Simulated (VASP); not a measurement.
**Sc: single point with PBE**

Crystal: Sc.

```
Sc
1.0
     3.31936    0.00000    0.00000
    -1.65968    2.87465    0.00000
     0.00000    0.00000    5.18426
Sc
2
Cartesian
  0.0000 1.9164 1.2961
  1.6597 0.9582 3.8882
```

* Program: VASP 6.6.1
* Task: single point
* Functional: PBE
* Potentials or basis: VASP PAW PBE potentials, release 64 (Sc_sv)
* Cutoff: 520 eV
* k mesh: 11 × 11 × 6
* Occupations: fermi-dirac, width 0.1 eV
* Spin: no spin polarisation
* Dipole correction: no
* Further INCAR settings: ALGO = Normal; EDIFF = 1e-07; NBANDS = 18

```json
{
 "Pressure": "0.0 GPa",
 "Band gap on the k mesh": "zero (bands 11 and 12 overlap by 1.46 eV)"
}
```

Levels at points of the mesh, in eV from the Fermi level:
```csv
k point,band 8,band 9,band 10,band 11,band 12,band 13,band 14,band 15
"(0.00, 0.00, 0.00)",-27.82,-5.12,-1.63,0.58,1.59,1.59,1.83,2.04
"(0.00, 0.00, 0.50)",-27.88,-3.59,-3.59,0.97,0.97,1.51,1.51,1.51
```

Wall time 110 s on 1 thread of Intel Xeon 8259CL, with other jobs on the host, peak memory 0.2 GiB.
